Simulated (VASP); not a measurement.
A run of VASP 6.6.1 is set up as follows.

The input POSCAR:

```
LiF
1.0
    0.0000000000      1.9948717375      1.9948717375
    1.9948717375      0.0000000000      1.9948717375
    1.9948717375      1.9948717375      0.0000000000
Li F
1 1
Direct
    0.0000000000      0.0000000000      0.0000000000
    0.5000000000      0.5000000000      0.5000000000
```

The input INCAR.step1:

```
PREC = Accurate ; ENCUT = 520
ISMEAR = 0 ; SIGMA = 0.01
LREAL = False ; LASPH = True
NELM = 60 ; NBANDS = 12
GGA = PE ; ALGO = Normal
EDIFF = 1E-4 ; LWAVE = True
LCHARG = False
```

File INCAR.step2:

```
PREC = Accurate ; ENCUT = 520
EDIFF = 1E-6 ; ISMEAR = 0
SIGMA = 0.01 ; LREAL = False
LASPH = True ; NELM = 60
ALGO = Normal ; ISIF = 2
LWAVE = False ; LCHARG = True
METAGGA = R2SCAN ; LMIXTAU = True
LELF = True ; LVHAR = True
NBANDS = 12 ; ISTART = 1
```

File KPOINTS:

```
Automatic mesh
0
Gamma
  10 10 10
```

Potentials or basis: VASP PAW PBE potentials, release 64 (Li_sv, F).

Command:

```console
$ cat potpaw_PBE.64/Li_sv/POTCAR potpaw_PBE.64/F/POTCAR > POTCAR
$ cp INCAR.step1 INCAR
$ mpirun -np 1 vasp_std > vasp.out
$ cp INCAR.step2 INCAR
$ mpirun -np 1 vasp_std > vasp.out
```

(1) Estimate the band gap on the k mesh.

Answers

(1) 10.55 eV, direct.
